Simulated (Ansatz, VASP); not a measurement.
Two plane-wave programs on GaN

The input INCAR:

```
SYSTEM = GaN
PREC     = Accurate       ! precision mode
ENCUT    = 520            ! plane-wave cutoff, eV
EDIFF    = 1E-8           ! SCF threshold, eV
ISMEAR   = -1             ! smearing method
SIGMA    = 0.02           ! smearing width, eV
LREAL    = .FALSE.        ! projectors in reciprocal space
LASPH    = .TRUE.         ! aspherical terms in the spheres
NELM     = 120            ! most SCF steps
ALGO     = Normal         ! electronic algorithm
ISIF     = 2              ! what is computed and relaxed
LWAVE    = .FALSE.        ! write WAVECAR
LCHARG   = .FALSE.        ! write CHGCAR
GGA      = PE             ! functional
LEFG     = .TRUE.       
NBANDS   = 16             ! bands
GGA_COMPAT= .FALSE.
```

KPOINTS

```
Automatic mesh
0
G
  13 13 13
  0 0 0
```

POSCAR

```
GaN
1.0
    0.0000000000      1.9858360706      1.9858360706
    1.9858360706      0.0000000000      1.9858360706
    1.9858360706      1.9858360706      0.0000000000
Ga N
1 1
Direct
    0.5000000000      0.5000000000      0.5000000000
    0.0000000000      0.0000000000      0.0000000000
```

Input for Ansatz:

```yaml
crystal:
  lattice:
    - [0.0, 1.9858360706, 1.9858360706]
    - [1.9858360706, 0.0, 1.9858360706]
    - [1.9858360706, 1.9858360706, 0.0]
  atoms:
    - { symbol: Ga, position: [0.5, 0.5, 0.5] }
    - { symbol: "N", position: [0.0, 0.0, 0.0] }
kpoints:
  mp_grid: { grid: [13, 13, 13] }
scf:
  occupations: { method: fermi_dirac, width: 0.02 }
hamiltonian:
  xc: pbe
  pseudopotentials: { kind: paw }
output:
  forces: true
  stress: true
  eigenvalues: true
  efg: { contact_densities: true }
  write_density: true
  write_potential: true
  elf: true
  volumetric_format: npy
```

Change from the starting cell: volume scaled by 0.99, PAW files.

Alike in both runs: task electric field gradients; functional PBE; k mesh 13 × 13 × 13; occupations fermi-dirac, width 0.02 eV; no spin polarisation.

|  | VASP | Ansatz |
| --- | --- | --- |
| version | VASP 6.6.1 | Ansatz 0.2.0 |
| potentials or method | VASP PAW PBE potentials, release 64 (Ga_d, N) | PAW with Ansatz's default frozen-core files, scalar-relativistic |
| plane-wave cutoff (eV) | 520 | 420 |
| valence electrons in the cell | 18 | 18 |

```tsv
	VASP	Ansatz	Ansatz less VASP
gap on the k mesh at the Fermi level (eV)	1.99	2.00	+0.013
pressure (GPa)	75.3	74.1	-1.19
```

Both programs put the cell under a high pressure, so it lies far from rest at this level.

Noted on VASP's run: the cell as given lies far from equilibrium.
